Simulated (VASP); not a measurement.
SrCl2, 3 atoms in the cell. The typed cell holds 3 atoms: a = 4.886 Å, b = 4.886 Å, c = 4.886 Å, α = 59.97°, β = 59.97°, γ = 59.97°. 

```yaml
Program: VASP 6.6.1
Task: relaxation of cell and atoms
Functional: PBEsol
Potentials_or_basis: VASP PAW PBE potentials, release 64 (Sr_sv, Cl)
Cutoff: 600 eV
k_mesh: 8 × 8 × 8
Occupations: gaussian, width 0.05 eV
Spin: no spin polarisation
Dipole_correction: no
Further_INCAR_settings: ALGO = Normal; EDIFF = 1e-06; IBRION = 2; EDIFFG = -0.01; NSW = 50; ISIF = 3
```

Potentials or basis: VASP PAW PBE potentials, release 64 (Sr_sv, Cl).

Run with:

```console
$ cat potpaw_PBE.64/Sr_sv/POTCAR potpaw_PBE.64/Cl/POTCAR > POTCAR
$ mpirun -np 1 vasp_std > vasp.out
```

Hardware: 1 thread of Intel Xeon 8259CL, with other jobs on the host.

Task: Estimate the wall time of this run.

Result: Wall time 3.4 min on 1 thread of Intel Xeon 8259CL, with other jobs on the host, peak memory 0.31 GiB. Counts: scf iterations 20, k points 65, ion steps 2.
